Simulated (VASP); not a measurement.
# In (I4/mmm) in VASP: a series of runs, part 3 of 3

VASP 6.6.1.

### 5 Single point, LDA

This run uses another cell than the first one, of 24.55 Å³/atom.

INCAR

```
SYSTEM = In
PREC = Accurate ; ENCUT = 520
EDIFF = 1E-6 ; ISMEAR = 0
SIGMA = 0.15 ; LREAL = .False.
LASPH = .True. ; NELM = 80
ALGO = Normal ; ISIF = 2
LWAVE = .False. ; LCHARG = .True.
LELF = .True. ; LVHAR = .True.
NBANDS = 12
```

KPOINTS

```
Automatic mesh
0
Gamma
  22 22 22
  0 0 0
```

POSCAR

```
In
1.0
   -1.5752631919      1.5752631919      2.4737924834
    1.5752631919     -1.5752631919      2.4737924834
    1.5752631919      1.5752631919     -2.4737924834
In
1
Direct
    0.0000000000      0.0000000000      0.0000000000
```

Potentials or basis: VASP PAW LDA potentials, release 64 (In_d).

Command:

```sh
$ cat potpaw_LDA.64/In_d/POTCAR > POTCAR
$ mpirun -np 1 vasp_std > vasp.out
```

OUTCAR:

```text
SYSTEM = In
   PREC = Accurate
   ENCUT = 520
   EDIFF = 1E-6
   ISMEAR = 0
   LREAL = .False.
   LASPH = .True.
   NELM = 80
   ISIF = 2

 ion  position               nearest neighbor table
   1  0.000  0.000  0.000-

  LATTYP: Found a body centered tetragonal cell.
 ALAT       =     3.1505263838
 C/A-ratio  =     1.5703994711

  Lattice vectors:

 A1 = (  -1.5752631919,   1.5752631919,   2.4737924834)
 A2 = (   1.5752631919,  -1.5752631919,   2.4737924834)
 A3 = (   1.5752631919,   1.5752631919,  -2.4737924834)

Analysis of symmetry for initial positions (statically):
=====================================================================
 Subroutine PRICEL returns:
 Original cell was already a primitive cell.

 Routine SETGRP: Setting up the symmetry group for a
 body centered tetragonal supercell.

 Subroutine GETGRP returns: Found 16 space group operations
 (whereof 16 operations were pure point group operations)
 out of a pool of 16 trial point group operations.

The static configuration has the point symmetry D_4h.

Analysis of symmetry for dynamics (positions and initial velocities):
[... 169 lines left out ...]
      3      -6.6044      2.00000
      4      -6.5554      2.00000
      5      -6.3776      2.00000
      6      -2.0538      2.00000
      7      18.9674      0.00000
      8      18.9674      0.00000
      9      19.2095      0.00000
     10      19.8373      0.00000
     11      22.5729      0.00000
     12      22.7107      0.00000
[... 331 lines left out ...]
 k-point    24 :      -0.4545    0.0455   -0.0000
  band No.  band energies     occupation
      1      -6.7550      2.00000
      2      -6.7209      2.00000
      3      -6.5843      2.00000
      4      -6.3241      2.00000
      5      -6.2562      2.00000
      6       2.6277      2.00000
      7       5.5408      2.00000
      8      15.2046      0.00000
      9      17.5691      0.00000
     10      19.1544      0.00000
     11      19.7734      0.00000
     12      22.5947      0.00000

 [... further k-points ...]

------------------------ aborting loop because EDIFF is reached ----------------------------------------

  FORCE on cell =-STRESS in cart. coord.  units (eV):
  Direction    XX          YY          ZZ          XY          YZ          ZX
  --------------------------------------------------------------------------------------
  -------------------------------------------------------------------------------------
  Total        0.0325258      0.0325258      0.0057508      0.0000000      0.0000000      0.0000000
  in kB        2.1223086      2.1223086      0.3752419      0.0000000      0.0000000      0.0000000
  external PRESSURE =       1.5399530 kB  Pullay stress =       0.0000000 kB

 VOLUME and BASIS-vectors are now :
 -----------------------------------------------------------------------------
  energy-cutoff  :      520.00
  volume of cell :       24.55
      direct lattice vectors                 reciprocal lattice vectors
    -1.575263192  1.575263192  2.473792483     0.000000000  0.317407277  0.202118813
     1.575263192 -1.575263192  2.473792483     0.317407277  0.000000000  0.202118813
     1.575263192  1.575263192 -2.473792483     0.317407277  0.317407277  0.000000000

 POSITION                                       TOTAL-FORCE (eV/Angst)
 -----------------------------------------------------------------------------------
      0.00000      0.00000      0.00000        -0.000000     -0.000000      0.000000
 -----------------------------------------------------------------------------------
    total drift:                                0.000000     -0.000000     -0.000000

  FREE ENERGIE OF THE ION-ELECTRON SYSTEM (eV)
  ---------------------------------------------------
  free  energy   TOTEN  =        -3.2200983342 eV

  energy  without entropy=       -3.2154645787  energy(sigma->0) =       -3.21778146
```

Run time: 85 s. Hardware: 1 thread of Intel Xeon 6975P-C (Granite Rapids), shared host; peak memory 0.33 GiB.

Results:

```yaml
Free_energy: -3.2201 eV
Pressure: 0.2 GPa
Band_gap_on_the_k_mesh: zero (an odd number of electrons rules out a gap without spin polarisation)
```

Stress tensor (GPa, compression positive):
```
0.21 0.00 0.00
0.00 0.21 0.00
0.00 0.00 0.04
```

Caveat: spin-orbit coupling is left out, which moves the levels of the heavy elements.

### 6 Single point, LDA (26.52 Å³/atom)

This run uses another cell than the first one, of 26.52 Å³/atom.

INCAR

```
ALGO = Fast
EDIFF = 1E-6
ENCUT = 520
GGA = CA
ISIF = 2
ISMEAR = 0
LASPH = True
LCHARG = True
LELF = True
LREAL = False
LVHAR = True
LWAVE = False
NBANDS = 12
NELM = 60
PREC = Accurate
SIGMA = 0.15
```

KPOINTS

```
k-points
0
Gamma
  22 22 22
```

POSCAR

```
In
1.0
   -1.5525436769      1.5525436769      2.7504863779
    1.5525436769     -1.5525436769      2.7504863779
    1.5525436769      1.5525436769     -2.7504863779
In
1
Direct
    0.0000000000      0.0000000000      0.0000000000
```

Potentials or basis: VASP PAW LDA potentials, release 64 (In_d).

Command:

```sh
$ cat potpaw_LDA.64/In_d/POTCAR > POTCAR
$ mpirun -np 1 vasp_std > vasp.out
```

Run time: 2.4 min. Hardware: 1 thread of Intel Xeon 6975P-C (Granite Rapids), shared host; peak memory 0.35 GiB.

The run converged. Its results:

```
Free energy            : -3.1915 eV
Pressure               : -2.6 GPa
Band gap on the k mesh : zero (an odd number of electrons rules out a gap without spin polarisation)
```

Stress tensor (GPa, compression positive):
```
-2.04  0.00  0.00
 0.00 -2.04  0.00
 0.00  0.00 -3.77
```

Levels at points of the mesh, in eV from the Fermi level:
```csv
k point,band 3,band 4,band 5,band 6,band 7,band 8,band 9,band 10
"(0.00, 0.00, 0.00)",-14.38,-14.38,-14.19,-9.42,9.62,10.49,10.49,12.19
"(0.50, 0.00, 0.00)",-14.38,-14.22,-14.13,-4.18,-3.18,5.52,9.29,10.71
"(0.50, 0.50, 0.00)",-14.28,-14.21,-13.98,-1.29,-0.73,2.63,4.07,6.57
"(0.50, 0.50, 0.50)",-14.17,-14.17,-14.14,-4.57,-3.23,6.23,6.23,9.68
```

Caveat: spin-orbit coupling is left out, which moves the levels of the heavy elements.

### 7 The runs side by side

```tsv
cell	gap on the mesh (eV)	pressure (GPa)
a = 3.314 Å, angles 124.9, 124.9, 81.7°, 1 atom	none	2.6
a = 3.457 Å, angles 123.5, 123.5, 84.0°, 1 atom	none	-4.1
a = 3.524 Å, angles 126.3, 126.3, 79.5°, 1 atom	none	-4.1
a = 3.329 Å, angles 123.5, 123.5, 84.0°, 1 atom	none	0.2
a = 3.519 Å, angles 127.6, 127.6, 77.2°, 1 atom	none	-2.6
```

Alike in all rows: task single point; level LDA; potentials or basis VASP PAW LDA potentials, release 64 (In_d); no spin polarisation; k mesh 22 × 22 × 22; cutoff (eV) 520; smearing gaussian 0.15 eV.

Caveats: spin-orbit coupling is left out, which moves the levels of the heavy elements; the cell stands under tension (at least some runs).

Total energies depend on the potentials used, so only differences within one code and one set of settings carry meaning.
